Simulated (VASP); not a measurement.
A run of VASP 6.6.1 is set up as follows.

File INCAR:

```
SYSTEM = Si16B
PREC = Accurate
ENCUT = 520
EDIFF = 1E-6
ISMEAR = -1
SIGMA = 0.02
LREAL = Auto
LASPH = .TRUE.
NELM = 150
ALGO = Normal
ISIF = 2
LWAVE = .FALSE.
LCHARG = .TRUE.
ISPIN = 2
MAGMOM = 0 0 0 0 0 0 0 0 0 0 0 0 0 0 0 0 0
LORBIT = 11
GGA = PS
LELF = .TRUE.
LVHAR = .TRUE.
NBANDS = 52
```

Contents of KPOINTS:

```
Automatic mesh
0
G
  2 2 2
  0 0 0
```

File POSCAR:

```
Si16B
1.0
    0.0000000000      5.4300000000      5.4300000000
    5.4300000000      0.0000000000      5.4300000000
    5.4300000000      5.4300000000      0.0000000000
Si B
16 1
Direct
    0.0170994475     -0.0402854512     -0.0147790055
    0.0687292818      0.0625782689      0.1903130755
    0.1069152855     -0.0704880295      0.5118139963
    0.1684346225      0.1292817680      0.6266666667
   -0.0975966851      0.5359760589      0.0284622468
    0.0753867403      0.5909484346      0.1540976059
    0.0130202578      0.4908471455      0.5210681400
    0.1710497238      0.5714548803      0.6684530387
    0.4695027624      0.0889502762     -0.0598895028
    0.6131860037      0.1380847145      0.1376058932
    0.5533793738     -0.0161786372      0.5020349908
    0.7221362799      0.1459668508      0.5645488029
    0.4894935543      0.5010036832      0.0010957643
    0.5353775322      0.7399263352      0.0762799263
    0.5417311234      0.5215101289      0.4482320442
    0.6247513812      0.6349907919      0.6209760589
    0.1851289134      0.3120534070      0.9409668508
```

Potentials or basis: VASP PAW PBE potentials, release 64 (Si, B).

Run with:

```sh
$ cat potpaw_PBE.64/Si/POTCAR potpaw_PBE.64/B/POTCAR > POTCAR
$ mpirun -np 1 vasp_std > vasp.out
```

Q: Estimate the pressure.

A: -1.5 GPa.

Q: Predict the net moment.

A: 0.00 μB per cell.

Q: Estimate the largest force.

A: 2.601 eV/Å.

Stress tensor (GPa, compression positive):
```
-0.85  0.51  2.40
 0.51 -2.77 -2.62
 2.40 -2.62 -0.85
```

Caveat: the k points lie up to 0.50 Å⁻¹ apart; no moment was typed at the start, so none could form; the PAW data sets were made with another functional, which shifts forces and pressure a little.
